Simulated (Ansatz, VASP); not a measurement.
# Two plane-wave programs on SnTe

```
Sn Te
1.0
     0.00000    3.58398    3.58398
     3.58398    0.00000    3.58398
     3.58398    3.58398    0.00000
Sn Te
1 1
Direct
  0.00000 0.00000 0.00000
  0.25000 0.25000 0.25000
```

Alike in both runs: task single point; functional PBE-based global hybrid; k mesh 4 × 4 × 4; occupations fermi-dirac, width 0.02 eV; no spin polarisation.

|  | VASP | Ansatz |
| --- | --- | --- |
| version | VASP 6.6.1 | Ansatz 0.2.0 |
| potentials or method | VASP PAW PBE potentials, release 64 (Sn_d, Te) | plane waves |
| plane-wave cutoff (eV) | 520 | 420 |
| valence electrons in the cell | 20 | 30 |

VASP gave:

| Property | Result |
| --- | --- |
| gap on the k mesh at the Fermi level (eV) | 1.10 |
| pressure (GPa) | -0.3 |

Task: Which values does Ansatz return?

Result: gap on the k mesh at the Fermi level (eV): 1.07; pressure (GPa): -0.1.

VASP's potentials were made for PBE, not for PBE-based global hybrid. VASP's potentials hold 20 valence electrons a cell and Ansatz's 30, so a difference there can come from the potentials and not from the codes. Ansatz's warnings: stress exchange threshold loose, stress scf threshold loose.

Neither program's run includes spin-orbit coupling.
